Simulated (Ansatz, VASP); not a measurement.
**NaHF2: VASP beside Ansatz**

```
Na H F
1.0
     1.67469    0.96688    4.51923
    -1.67469    0.96688    4.51923
     0.00000   -1.93376    4.51923
Na H F
1 1 2
Direct
  0.00000 0.00000 0.00000
  0.50000 0.50000 0.50000
  0.41616 0.41616 0.41616
  0.58384 0.58384 0.58384
```

Alike in both runs: functional LDA; k mesh 9 × 9 × 9; occupations gaussian, width 0.02 eV; no spin polarisation.

Ansatz relaxed the structure, and its values are those at the end. VASP's run is a single point on that final structure, the one shown.

```csv
,VASP,Ansatz
version,VASP 6.6.1,Ansatz 0.2.0
potentials or method,"VASP PAW LDA potentials, release 64 (Na_pv, H, F), cutoff 520 eV","scalar-relativistic, plane waves, PAW"
valence electrons in the cell,22,24
```

```tsv
	VASP	Ansatz	Ansatz less VASP
gap on the k mesh at the Fermi level (eV)	6.87	6.90	+0.032
least direct gap on the mesh (eV)	7.06	7.09	+0.024
pressure (GPa)	0.0	0.0	-0.05
rms of the force components (eV/Å)	0.039	0.000	-0.0392
```

LDA's correlation is that of Perdew and Zunger in VASP and of Perdew and Wang (1992) in Ansatz. VASP's potentials hold 22 valence electrons a cell and Ansatz's 24, so a difference there can come from the potentials and not from the codes.
